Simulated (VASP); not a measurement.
NaI:

```xyz
2
Lattice="0.0000 3.2578 3.2578 3.2578 0.0000 3.2578 3.2578 3.2578 0.0000" Properties=species:S:1:pos:R:3 pbc="T T T"
I     3.2578    3.2578    3.2578
Na    0.0000    0.0000    0.0000
```

Base run:

| Property | Result |
| --- | --- |
| Program | VASP 6.6.1 |
| Functional | r2SCAN |
| Potentials or basis | VASP PAW PBE potentials, release 64 (I, Na_pv) |
| Cutoff | 520 eV |
| k mesh | 7 × 7 × 7 |
| Occupations | fermi-dirac, width 0.05 eV |
| Spin | no spin polarisation |

Its results: band gap on the k mesh 4.38 eV, direct; pressure -0.5 GPa.

Q: The run is repeated on the same cell with these changes: functional from r2SCAN to PBEsol. What comes out?

A: Band gap on the k mesh 3.46 eV, direct; pressure -0.8 GPa.

r2SCAN gives the wider gap, since meta-GGAs in the generalised Kohn-Sham scheme recover part of the derivative discontinuity.

Caveats: the PAW data sets were made with another functional, which shifts forces and pressure a little; spin-orbit coupling is left out, which moves the levels of the heavy elements.

